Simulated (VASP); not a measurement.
# Hf2B3 (P6/mmm) in VASP: relaxation of cell and atoms with PBE

Aim: the relaxation of cell and atoms of Hf2B3 with PBE.

Program: VASP 6.6.1. These are calculated values, not measurements. Logs are shortened: lines on timing, memory, paths and dates and some standing lists are left out, and cuts for length are marked.

**1. The cell of the first run**

Symmetry: P6/mmm, No. 191, hexagonal system. Conventional cell: a = 4.524 Å, b = 4.524 Å, c = 4.693 Å, α = 90.00°, β = 90.00°, γ = 120.00°. Within 3.4 Å of Hf (site symmetry -6m2) lie 3 Hf at 2.61 Å and 9 B at 2.61 to 3.04 Å. Within 2.1 Å of B (site symmetry 6mm) lie 2 B at 1.56 to 1.58 Å. Within 2.1 Å of B (site symmetry 6/mmm) lie 2 B at 1.56 Å.

The cell was built from a structure type or drawn by symmetry, and may not be a known phase.

**2. Relaxation of cell and atoms, PBE**

INCAR

```
SYSTEM = Hf2B3
PREC     = Accurate       ! precision mode
ENCUT    = 600            ! plane-wave cutoff, eV
EDIFF    = 1E-6           ! SCF threshold, eV
ISMEAR   = 0              ! smearing method
SIGMA    = 0.1            ! smearing width, eV
LREAL    = .False.        ! projectors in reciprocal space
LASPH    = .True.         ! aspherical terms in the spheres
NELM     = 100            ! most SCF steps
ALGO     = Normal         ! electronic algorithm
ISIF     = 3              ! what is computed and relaxed
LWAVE    = .False.        ! write WAVECAR
LCHARG   = .False.        ! write CHGCAR
GGA      = PE             ! functional
IBRION   = 2              ! ionic algorithm
NSW      = 100            ! ionic steps
EDIFFG   = -0.01          ! ionic threshold
```

KPOINTS

```
Automatic mesh
0
Gamma
  12 12 8
  0 0 0
```

POSCAR

```
Hf2B3
1.0
    4.5241681375      0.0000000000      0.0000000000
   -2.2620840688      3.9180445381      0.0000000000
    0.0000000000      0.0000000000      4.6926166734
Hf B
2 3
Direct
    0.3333333333      0.6666666667      0.5000000000
    0.6666666667      0.3333333333      0.5000000000
    0.0000000000      0.0000000000      0.8321186593
    0.0000000000      0.0000000000      0.1678813407
    0.0000000000      0.0000000000      0.5000000000
```

Potentials or basis: VASP PAW PBE potentials, release 64 (Hf_pv, B).

Command:

```bash
$ cat potpaw_PBE.64/Hf_pv/POTCAR potpaw_PBE.64/B/POTCAR > POTCAR
$ mpirun -np 1 vasp_std > vasp.out
```

OUTCAR:

```text
SYSTEM = Hf2B3
   PREC = Accurate
   ENCUT = 600
   EDIFF = 1E-6
   ISMEAR = 0
   LREAL = .False.
   LASPH = .True.
   NELM = 100
   ISIF = 3
   GGA = PE
   IBRION = 2
   NSW = 100
   EDIFFG = -0.01

 ion  position               nearest neighbor table
   1  0.333  0.667  0.500-   2 2.61   5 2.61   2 2.61   5 2.61   5 2.61   2 2.61
   2  0.667  0.333  0.500-   1 2.61   5 2.61   1 2.61   5 2.61   5 2.61   1 2.61
   3  0.000  0.000  0.832-   5 1.56   4 1.58
   4  0.000  0.000  0.168-   5 1.56   3 1.58
   5  0.000  0.000  0.500-   3 1.56   4 1.56   1 2.61   2 2.61   2 2.61   1 2.61   2 2.61   1 2.61

  LATTYP: Found a hexagonal cell.
 ALAT       =     4.5241681375
 C/A-ratio  =     1.0372330406

  Lattice vectors:

 A1 = (   4.5241681375,   0.0000000000,   0.0000000000)
 A2 = (  -2.2620840688,   3.9180445381,   0.0000000000)
 A3 = (   0.0000000000,   0.0000000000,   4.6926166734)

Analysis of symmetry for initial positions (statically):
=====================================================================
 Subroutine PRICEL returns:
 Original cell was already a primitive cell.

 Routine SETGRP: Setting up the symmetry group for a
 hexagonal supercell.

 Subroutine GETGRP returns: Found 24 space group operations
 (whereof 24 operations were pure point group operations)
 out of a pool of 24 trial point group operations.

The static configuration has the point symmetry D_6h.

Analysis of symmetry for dynamics (positions and initial velocities):
=====================================================================
 Subroutine PRICEL returns:
 Original cell was already a primitive cell.

 Routine SETGRP: Setting up the symmetry group for a
 hexagonal supercell.

 Subroutine GETGRP returns: Found 24 space group operations
 (whereof 24 operations were pure point group operations)
 out of a pool of 24 trial point group operations.

The dynamic configuration has the point symmetry D_6h.

 Subroutine INISYM returns: Found 24 space group operations
 (whereof 24 operations are pure point group operations),
 and found     1 'primitive' translations

----------------------------------------------------------------------------------------

                                     Primitive cell

  volume of cell :      83.1808

  direct lattice vectors                    reciprocal lattice vectors
     4.524168138  0.000000000  0.000000000     0.221035110  0.127614680  0.000000000
    -2.262084069  3.918044538  0.000000000     0.000000000  0.255229360  0.000000000
     0.000000000  0.000000000  4.692616673     0.000000000  0.000000000  0.213100722

  length of vectors
     4.524168138  4.524168138  4.692616673     0.255229360  0.255229360  0.213100722

  position of ions in fractional coordinates (direct lattice)
     0.333333333  0.666666667  0.500000000
     0.666666667  0.333333333  0.500000000
     0.000000000  0.000000000  0.832118659
     0.000000000  0.000000000  0.167881341
     0.000000000  0.000000000  0.500000000

  ion indices of the primitive-cell ions
   primitive index   ion index
                 1           1
                 2           2
                 3           3
                 4           4
                 5           5

----------------------------------------------------------------------------------------

 KPOINTS: Automatic mesh

Automatic generation of k-mesh.
 Grid dimensions read from file:
 generate k-points for:   12   12    8

 Generating k-lattice:

  Cartesian coordinates                     Fractional coordinates (reciprocal lattice)
     0.018419592  0.010634557  0.000000000     0.083333333 -0.000000000  0.000000000
     0.000000000  0.021269113  0.000000000     0.000000000  0.083333333  0.000000000
     0.000000000  0.000000000  0.026637590     0.000000000  0.000000000  0.125000000

  Length of vectors
     0.021269113  0.021269113  0.026637590

  Shift w.r.t. Gamma in fractional coordinates (k-lattice)
     0.000000000  0.000000000  0.000000000

 Subroutine IBZKPT returns following result:
 ===========================================

 Found     95 irreducible k-points:

 Following reciprocal coordinates:
            Coordinates               Weight
  0.000000  0.000000  0.000000      1.000000
  0.083333 -0.000000  0.000000      6.000000
  0.166667  0.000000  0.000000      6.000000
  0.250000  0.000000  0.000000      6.000000
  0.333333  0.000000  0.000000      6.000000
  0.416667  0.000000  0.000000      6.000000
[... 16 lines left out ...]
  0.250000  0.000000  0.125000     12.000000
  0.333333  0.000000  0.125000     12.000000
 [... further k-points ...]
   k-points           NKPTS =     95   k-points in BZ     NKDIM =     95   number of bands    NBANDS=     18
   number of dos      NEDOS =    301   number of ions     NIONS =      5
   total plane-waves  NPLWV =  51840
   dimension x,y,z NGX =    36 NGY =   36 NGZ =   40
   dimension x,y,z NGXF=    72 NGYF=   72 NGZF=   80
   ions per type =               2   3
   NGX,Y,Z   is equivalent  to a cutoff of  13.23, 13.23, 14.17 a.u.
   NGXF,Y,Z  is equivalent  to a cutoff of  26.46, 26.46, 28.34 a.u.
 SYSTEM =  Hf2B3
   PREC   = accura    normal or accurate (medium, high low for compatibility)
   ISTART =      0    job   : 0-new  1-cont  2-samecut
   ICHARG =      2    charge: 1-file 2-atom 10-const
   ISPIN  =      1    spin polarized calculation?
   LNONCOLLINEAR =      F non collinear calculations
   LSORBIT =      F    spin-orbit coupling
   LASPH  =      T    aspherical Exc in radial PAW
   ENCUT  =  600.0 eV  44.10 Ry    6.64 a.u.   9.04  9.04  9.37*2*pi/ulx,y,z
   NELM   =    100;   NELMIN=  2; NELMDL= -5     # of ELM steps
   EDIFF  = 0.1E-05   stopping-criterion for ELM
   LREAL  =      F    real-space projection
   EDIFFG = -.1E-01   stopping-criterion for IOM
   NSW    =    100    number of steps for IOM
   IBRION =      2    ionic relax: 0-MD 1-quasi-New 2-CG
   NFREE  =      1    steps in history (QN), initial steepest desc. (CG)
   ISIF   =      3    stress and relaxation
   ISYM   =      2    0-nonsym 1-usesym 2-fastsym
   POTIM  = 0.5000    time-step for ionic-motion
   TEBEG  =    0.0;   TEEND  =   0.0 temperature during run
   PSTRESS=    0.0 pullay stress
   NELECT =      29.0000    total number of electrons
   NUPDOWN=      -1.0000    fix difference up-down
   EMIN   =  10.00;   EMAX   =-10.00  energy-range for DOS
   EFERMI =   0.00;   METHOD = LEGACY
   ISMEAR =     0;   SIGMA  =   0.10  broadening in eV -4-tet -1-fermi 0-gaus
   EFERMI_NEDOS =   21; number of points for ismear=-14 and -15
   IALGO  =     38    algorithm
   IMIX   =      4    mixing-type and parameters
     AMIX     =   0.40;   BMIX     =  1.00
     AMIX_MAG =   1.60;   BMIX_MAG =  1.00
  volume/ion in A,a.u.               =      16.64       112.27
  Fermi-wavevector in a.u.,A,eV,Ry     =   1.152214  2.177369 18.063051  1.327597
  Thomas-Fermi vector in A             =   2.288866
   LORBIT       =      0    0 simple, 1 ext, 2 COOP (PROOUT), +10 PAW based schemes
   GGA     = PE    functional components
   LHFCALC =     F    Hartree Fock is set to
   AEXX    =    0.0000 exact exchange contribution
   IVDW    =     0    specifies the selected vdW correction
   LEPSILON=     F    determine dielectric tensor
   LRPA    =     F    only Hartree local field effects (RPA)
 conjugate gradient relaxation of ions
 non-spin polarized calculation
 Gauss-broadening in eV      SIGMA  =   0.10
  energy-cutoff  :      600.00
  volume of cell :       83.18
 maximum number of plane-waves:      2811
   NGX = 19   NGY = 19   NGZ = 19

--------------------------------------- Ionic step        1  -------------------------------------------

 number of electron      29.0000001 magnetization

 Free energy of the ion-electron system (eV)
  ---------------------------------------------------
  ext. energy  EPLUGINS =         0.00000000
  ---------------------------------------------------
  free energy    TOTEN  =       -35.33023777 eV

  energy without entropy =      -35.31540724  energy(sigma->0) =      -35.32282250

------------------------ aborting loop because EDIFF is reached ----------------------------------------

  FORCE on cell =-STRESS in cart. coord.  units (eV):
  Direction    XX          YY          ZZ          XY          YZ          ZX
  --------------------------------------------------------------------------------------
  -------------------------------------------------------------------------------------
  Total        0.0443495      0.0443495     -0.1016220     -0.0000000      0.0000000     -0.0000000
  in kB        0.8542320      0.8542320     -1.9573800     -0.0000000      0.0000000     -0.0000000
  external PRESSURE =      -0.0829720 kB  Pullay stress =       0.0000000 kB
[... 63 lines left out ...]
  energy  without entropy=      -35.3151150787  energy(sigma->0) =      -35.32248248

--------------------------------------- Ionic step        3  -------------------------------------------

 number of electron      29.0000001 magnetization

 Free energy of the ion-electron system (eV)
  ---------------------------------------------------
  ext. energy  EPLUGINS =         0.00000000
  ---------------------------------------------------
  free energy    TOTEN  =       -35.33034281 eV

  energy without entropy =      -35.31554449  energy(sigma->0) =      -35.32294365

 E-fermi :   3.6681     XC(G=0): -10.1146

 val. band max:        3.6584930767   @ k =   0.0000   0.0000   0.5000
 cond. band min:       3.6751600613   @ k =   0.3333   0.1667   0.5000
 fundamental gap:      0.0166669846
 Fermi energy:         3.6680829753

 k-point     1 :       0.0000    0.0000    0.0000
  band No.  band energies     occupation
      1     -28.0073      2.00000
      2     -28.0073      2.00000
      3     -27.5017      2.00000
      4     -27.0855      2.00000
      5     -26.5790      2.00000
      6     -26.5790      2.00000
[... 10 lines left out ...]
     17       4.9634      0.00000
     18       5.0251      0.00000
[... 466 lines left out ...]
      2     -27.7951      2.00000
      3     -27.4155      2.00000
      4     -27.1753      2.00000
      5     -26.8183      2.00000
      6     -26.4528      2.00000
[... 10 lines left out ...]
     17       5.0583      0.00000
     18       5.8018      0.00000

 [... further k-points ...]

------------------------ aborting loop because EDIFF is reached ----------------------------------------

  FORCE on cell =-STRESS in cart. coord.  units (eV):
  Direction    XX          YY          ZZ          XY          YZ          ZX
  --------------------------------------------------------------------------------------
  -------------------------------------------------------------------------------------
  Total        0.0303142      0.0303142     -0.0339733     -0.0000000      0.0000000      0.0000000
  in kB        0.5839156      0.5839156     -0.6543995     -0.0000000      0.0000000      0.0000000
  external PRESSURE =       0.1711439 kB  Pullay stress =       0.0000000 kB
[... 20 lines left out ...]
  FREE ENERGIE OF THE ION-ELECTRON SYSTEM (eV)
  ---------------------------------------------------
  free  energy   TOTEN  =       -35.3303428149 eV

  energy  without entropy=      -35.3155444894  energy(sigma->0) =      -35.32294365

 reached required accuracy - stopping structural energy minimisation
```

Wall time 3.1 min (1 thread of AMD EPYC 9R45 (Zen 5), shared host); peak memory 0.31 GiB.

Results:

* Free energy: -35.3303 eV
* Energy gained by relaxing: 0.0 meV/atom
* Ionic steps: 3
* Pressure after relaxing: 0.0 GPa
* Largest force after relaxing: 0.009 eV/Å

Forces in eV/Å, atoms in the order of the input:
```
Hf   0.000  0.000  0.000
Hf   0.000  0.000  0.000
B    0.000  0.000 -0.009
B    0.000  0.000  0.009
B    0.000  0.000  0.000
```

The path:
| step | energy change (eV) | largest force (eV/Å) | pressure (GPa) | volume (Å³) |
| --- | --- | --- | --- | --- |
| 1 | 0.0000 | 0.0739 | -0.01 | 83.18 |
| 2 | 0.0004 | 0.1896 | 0.06 | 83.17 |
| 3 | -0.0001 | 0.0085 | 0.02 | 83.18 |

Final structure:
```cif
data_structure
_symmetry_space_group_name_H-M 'P 1'
_symmetry_Int_Tables_number 1
_cell_length_a 4.5248
_cell_length_b 4.5248
_cell_length_c 4.6912
_cell_angle_alpha 90.000
_cell_angle_beta 90.000
_cell_angle_gamma 120.000
_cell_volume 83.18
loop_
_atom_site_label
_atom_site_type_symbol
_atom_site_fract_x
_atom_site_fract_y
_atom_site_fract_z
_atom_site_occupancy
Hf1 Hf 0.33333 0.66667 0.50000 1
Hf2 Hf 0.66667 0.33333 0.50000 1
B1 B 0.00000 0.00000 0.83236 1
B2 B 0.00000 0.00000 0.16764 1
B3 B 0.00000 0.00000 0.50000 1
```

Levels at points of the mesh, in eV from the Fermi level:
| k point | band 12 | band 13 | band 14 | band 15 | band 16 | band 17 |
| --- | --- | --- | --- | --- | --- | --- |
| (0.00, 0.00, 0.00) | -0.89 | -0.10 | -0.10 | 0.29 | 1.30 | 1.30 |
| (0.50, 0.00, 0.00) | -1.77 | -1.46 | -1.05 | -0.19 | 0.34 | 0.86 |
| (0.00, 0.00, 0.50) | -1.40 | -1.40 | -0.51 | -0.51 | -0.01 | 0.41 |
| (0.50, 0.00, 0.50) | -2.91 | -2.90 | -1.65 | 0.77 | 0.85 | 1.27 |

Caveat: the highest band is partly filled, so the run has too few bands; spin-orbit coupling is left out, which moves the levels of the heavy elements.
